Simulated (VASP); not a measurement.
Si3N4: single point with r2SCAN

The system is Si3N4.

```
Si N
1.0
     4.13078    0.00000    0.00000
     0.00000    4.13078    0.00000
     0.00000    0.00000    4.13078
Si N
3 4
Direct
  0.00000 0.00000 0.50000
  0.50000 0.00000 0.00000
  0.00000 0.50000 0.00000
  0.23952 0.23952 0.76048
  0.76048 0.76048 0.76048
  0.23952 0.76048 0.23952
  0.76048 0.23952 0.23952
```

```
Program                : VASP 6.6.1
Task                   : single point
Functional             : r2SCAN
Potentials or basis    : VASP PAW PBE potentials, release 64 (Si, N)
Cutoff                 : 520 eV
k mesh                 : 7 × 7 × 7
Occupations            : fermi-dirac, width 0.05 eV
Spin                   : no spin polarisation
Dipole correction      : no
Further INCAR settings : ALGO = Normal; EDIFF = 1e-06; NBANDS = 25
```

```json
{
  "Pressure": "-5.9 GPa",
  "Largest force": "0.296 eV/Å",
  "Band gap on the k mesh": "3.29 eV (least direct gap 3.47 eV)"
}
```

Forces in eV/Å, atoms in the order of the input:
```
Si   0.000  0.000  0.000
Si   0.000  0.000  0.000
Si   0.000  0.000  0.000
N   -0.171 -0.171  0.171
N    0.171  0.171  0.171
N   -0.171  0.171 -0.171
N    0.171 -0.171 -0.171
```

Levels at points of the mesh, in eV from the valence-band top:
```tsv
k point	band 13	band 14	band 15	band 16	band 17	band 18	band 19	band 20
(0.00, 0.00, 0.00)	-3.41	-0.18	-0.18	-0.18	3.29	3.29	3.29	4.86
```

It took 110 s on 1 thread of Intel Xeon 8259CL, on a shared host, peak memory 0.19 GiB.

Caveat: the cell stands under tension; the PAW data sets were made with another functional, which shifts forces and pressure a little; an odd mesh through Γ misses points on the zone boundary, where band edges can lie.
